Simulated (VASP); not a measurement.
# B (P6/mmm) in VASP: notebook

The runs below take B through single point, with LDA.

All numbers are computed with VASP 6.6.1; they aren't measurements. Logs are shortened: lines on timing, memory, paths and dates and some standing lists are left out, and cuts for length are marked.

**1. The cell of the first run**

The structure is hexagonal, space group P6/mmm (No. 191). Conventional cell: a = 1.750 Å, b = 1.750 Å, c = 3.439 Å, α = 90.00°, β = 90.00°, γ = 120.00°. B (site symmetry 6/mmm) has 6 B at 1.75 Å within 2.3 Å.

This isn't the form of B at room conditions, which is rhombohedral.

**2. Single point, LDA**

INCAR reads:

```
ALGO     = Normal         # electronic algorithm
EDIFF    = 1E-7           # SCF threshold, eV
ENCUT    = 520            # plane-wave cutoff, eV
GGA      = CA             # functional
ISIF     = 2              # what is computed and relaxed
ISMEAR   = 0              # smearing method
LASPH    = T              # aspherical terms in the spheres
LCHARG   = T              # write CHGCAR
LELF     = T              # ELF
LREAL    = F              # projectors in reciprocal space
LVHAR    = T            
LWAVE    = F              # write WAVECAR
NBANDS   = 8              # bands
NELM     = 60             # most SCF steps
PREC     = Accurate       # precision mode
SIGMA    = 0.15           # smearing width, eV
```

KPOINTS reads:

```
k-points
0
Gamma
  36 36 14
```

POSCAR reads:

```
B
1.0
    1.7504144916      0.0000000000      0.0000000000
   -0.8752072458      1.5159034169      0.0000000000
    0.0000000000      0.0000000000      3.4388519915
B
1
Direct
    0.0000000000      0.0000000000      0.0000000000
```

Potentials or basis: VASP PAW LDA potentials, release 64 (B).

On the command line:

```console
cat potpaw_LDA.64/B/POTCAR > POTCAR
mpirun -np 1 vasp_std > vasp.out
```

OUTCAR:

```text
EDIFF = 1E-7
   ENCUT = 520
   GGA = CA
   ISIF = 2
   ISMEAR = 0
   LASPH = T
   LREAL = F
   NELM = 60
   PREC = Accurate

 ion  position               nearest neighbor table
   1  0.000  0.000  0.000-

  LATTYP: Found a hexagonal cell.
 ALAT       =     1.7504144916
 C/A-ratio  =     1.9645929624

  Lattice vectors:

 A1 = (   1.7504144916,   0.0000000000,   0.0000000000)
 A2 = (  -0.8752072458,   1.5159034169,   0.0000000000)
 A3 = (   0.0000000000,   0.0000000000,   3.4388519915)

Analysis of symmetry for initial positions (statically):
=====================================================================
 Subroutine PRICEL returns:
 Original cell was already a primitive cell.

 Routine SETGRP: Setting up the symmetry group for a
 hexagonal supercell.

 Subroutine GETGRP returns: Found 24 space group operations
 (whereof 24 operations were pure point group operations)
 out of a pool of 24 trial point group operations.

The static configuration has the point symmetry D_6h.

Analysis of symmetry for dynamics (positions and initial velocities):
=====================================================================
 Subroutine PRICEL returns:
 Original cell was already a primitive cell.

 Routine SETGRP: Setting up the symmetry group for a
 hexagonal supercell.

 Subroutine GETGRP returns: Found 24 space group operations
 (whereof 24 operations were pure point group operations)
 out of a pool of 24 trial point group operations.

The dynamic configuration has the point symmetry D_6h.

 Subroutine INISYM returns: Found 24 space group operations
 (whereof 24 operations are pure point group operations),
 and found     1 'primitive' translations

----------------------------------------------------------------------------------------

                                     Primitive cell

  volume of cell :       9.1249

  direct lattice vectors                    reciprocal lattice vectors
     1.750414492  0.000000000  0.000000000     0.571293259  0.329836317  0.000000000
    -0.875207246  1.515903417  0.000000000     0.000000000  0.659672634  0.000000000
     0.000000000  0.000000000  3.438851991     0.000000000  0.000000000  0.290794719

  length of vectors
     1.750414492  1.750414492  3.438851991     0.659672634  0.659672634  0.290794719

  position of ions in fractional coordinates (direct lattice)
     0.000000000  0.000000000  0.000000000

  ion indices of the primitive-cell ions
[... 75 lines left out ...]
   LREAL  =      F    real-space projection
   EDIFFG = 0.1E-05   stopping-criterion for IOM
   NSW    =      0    number of steps for IOM
   IBRION =     -1    ionic relax: 0-MD 1-quasi-New 2-CG
   NFREE  =      0    steps in history (QN), initial steepest desc. (CG)
   ISIF   =      2    stress and relaxation
   ISYM   =      2    0-nonsym 1-usesym 2-fastsym
   POTIM  = 0.5000    time-step for ionic-motion
   TEBEG  =    0.0;   TEEND  =   0.0 temperature during run
   PSTRESS=    0.0 pullay stress
   NELECT =       3.0000    total number of electrons
   NUPDOWN=      -1.0000    fix difference up-down
   EMIN   =  10.00;   EMAX   =-10.00  energy-range for DOS
   EFERMI =   0.00;   METHOD = LEGACY
   ISMEAR =     0;   SIGMA  =   0.15  broadening in eV -4-tet -1-fermi 0-gaus
   EFERMI_NEDOS =   21; number of points for ismear=-14 and -15
   IALGO  =     38    algorithm
   IMIX   =      4    mixing-type and parameters
     AMIX     =   0.40;   BMIX     =  1.00
     AMIX_MAG =   1.60;   BMIX_MAG =  1.00
  volume/ion in A,a.u.               =       9.12        61.58
  Fermi-wavevector in a.u.,A,eV,Ry     =   1.129900  2.135201 17.370199  1.276674
  Thomas-Fermi vector in A             =   2.266595
   LORBIT       =      0    0 simple, 1 ext, 2 COOP (PROOUT), +10 PAW based schemes
   GGA     = CA    functional components
   LHFCALC =     F    Hartree Fock is set to
   AEXX    =    0.0000 exact exchange contribution
   IVDW    =     0    specifies the selected vdW correction
   LEPSILON=     F    determine dielectric tensor
   LRPA    =     F    only Hartree local field effects (RPA)
 non-spin polarized calculation
 Gauss-broadening in eV      SIGMA  =   0.15
  energy-cutoff  :      520.00
  volume of cell :        9.12
 maximum number of plane-waves:       261
 NGX is ok and might be reduce to    14

 number of electron       3.0000000 magnetization

 Free energy of the ion-electron system (eV)
  ---------------------------------------------------
  ext. energy  EPLUGINS =         0.00000000
  ---------------------------------------------------
  free energy    TOTEN  =        -6.70666284 eV

  energy without entropy =       -6.70417105  energy(sigma->0) =       -6.70541695

 E-fermi :   5.3922     XC(G=0): -10.5062

 val. band max:        5.3896924527   @ k =   0.3611   0.2222   0.3571
 cond. band min:       5.3940002697   @ k =   0.3889   0.1944   0.0714
 fundamental gap:      0.0043078169
 Fermi energy:         5.3921563454

 k-point     1 :       0.0000    0.0000    0.0000
  band No.  band energies     occupation
      1     -11.1461      2.00000
      2      -0.3566      2.00000
      3       8.2482      0.00000
      4      28.0557      0.00000
      5      28.0557      0.00000
      6      34.8932      0.00000
      7      41.6809      0.00000
      8      49.2094      0.00000
[... 243 lines left out ...]
 k-point    24 :       0.1389    0.0278    0.0000
  band No.  band energies     occupation
      1     -10.0838      2.00000
      2       1.1090      2.00000
      3       9.4563      0.00000
      4      23.8107      0.00000
      5      25.4387      0.00000
      6      35.3116      0.00000
      7      41.1026      0.00000
      8      44.7680      0.00000

 [... further k-points ...]

------------------------ aborting loop because EDIFF is reached ----------------------------------------

  FORCE on cell =-STRESS in cart. coord.  units (eV):
  Direction    XX          YY          ZZ          XY          YZ          ZX
  --------------------------------------------------------------------------------------
  -------------------------------------------------------------------------------------
  Total       -1.4373129     -1.4373129     -0.0090953      0.0000000     -0.0000000      0.0000000
  in kB     -252.3689933   -252.3689933     -1.5969795      0.0000000     -0.0000000      0.0000000
  external PRESSURE =    -168.7783221 kB  Pullay stress =       0.0000000 kB

 VOLUME and BASIS-vectors are now :
 -----------------------------------------------------------------------------
  energy-cutoff  :      520.00
  volume of cell :        9.12
      direct lattice vectors                 reciprocal lattice vectors
     1.750414492  0.000000000  0.000000000     0.571293259  0.329836317  0.000000000
    -0.875207246  1.515903417  0.000000000     0.000000000  0.659672634  0.000000000
     0.000000000  0.000000000  3.438851991     0.000000000  0.000000000  0.290794719

 POSITION                                       TOTAL-FORCE (eV/Angst)
 -----------------------------------------------------------------------------------
      0.00000      0.00000      0.00000        -0.000000      0.000000      0.000000
 -----------------------------------------------------------------------------------
    total drift:                                0.000000     -0.000000     -0.000000

  FREE ENERGIE OF THE ION-ELECTRON SYSTEM (eV)
  ---------------------------------------------------
  free  energy   TOTEN  =        -6.7066628420 eV

  energy  without entropy=       -6.7041710486  energy(sigma->0) =       -6.70541695
```

Run time: 80 s. Hardware: 1 thread of Intel Xeon 8259CL, shared host; peak memory 0.16 GiB.

Results:

* Free energy: -6.7067 eV
* Pressure: -16.9 GPa
* Band gap on the k mesh: zero (an odd number of electrons rules out a gap without spin polarisation)

Stress tensor (GPa, compression positive):
```
-25.24   0.00   0.00
  0.00 -25.24   0.00
  0.00   0.00  -0.16
```

Caveat: the cell stands under tension.

**3. Single point, LDA**

This run uses another cell than the first one, of the same volume but with other edges.

INCAR reads:

```
PREC = Accurate
ENCUT = 520
EDIFF = 1E-6
ISMEAR = 0
SIGMA = 0.15
LREAL = False
LASPH = True
NELM = 100
ALGO = Normal
ISIF = 2
LWAVE = False
LCHARG = False
NBANDS = 8
```

KPOINTS reads:

```
regular mesh
0
Gamma
  36 36 14
```

POSCAR reads:

```
B
1.0
    1.7257574820      0.0000000000      0.0000000000
   -0.8628787410      1.4945498202      0.0000000000
    0.0000000000      0.0000000000      3.5378201781
B
1
Direct
    0.0000000000      0.0000000000      0.0000000000
```

Potentials or basis: VASP PAW LDA potentials, release 64 (B).

On the command line:

```console
cat potpaw_LDA.64/B/POTCAR > POTCAR
mpirun -np 1 vasp_std > vasp.out
```

Run time: 62 s. Hardware: 1 thread of Intel Xeon 8259CL, shared host; peak memory 0.17 GiB.

It converged, with:

```yaml
Free_energy: -6.7380 eV
Pressure: -10.0 GPa
Band_gap_on_the_k_mesh: zero (an odd number of electrons rules out a gap without spin polarisation)
```

Stress tensor (GPa, compression positive):
```
-14.58   0.00   0.00
  0.00 -14.58   0.00
  0.00   0.00  -0.93
```

Levels at points of the mesh, in eV from the Fermi level:
```csv
k point,band 1,band 2,band 3,band 4,band 5,band 6,band 7
"(0.00, 0.00, 0.00)",-16.79,-6.26,2.47,23.59,23.59,27.60,34.05
"(0.50, 0.00, 0.00)",-8.64,1.01,6.16,14.77,15.29,17.57,19.43
"(0.00, 0.00, 0.50)",-16.37,-8.55,9.64,14.93,23.60,23.60,45.21
"(0.50, 0.00, 0.50)",-8.55,1.56,4.86,11.00,15.31,23.47,29.08
```

Caveat: the cell stands under tension.
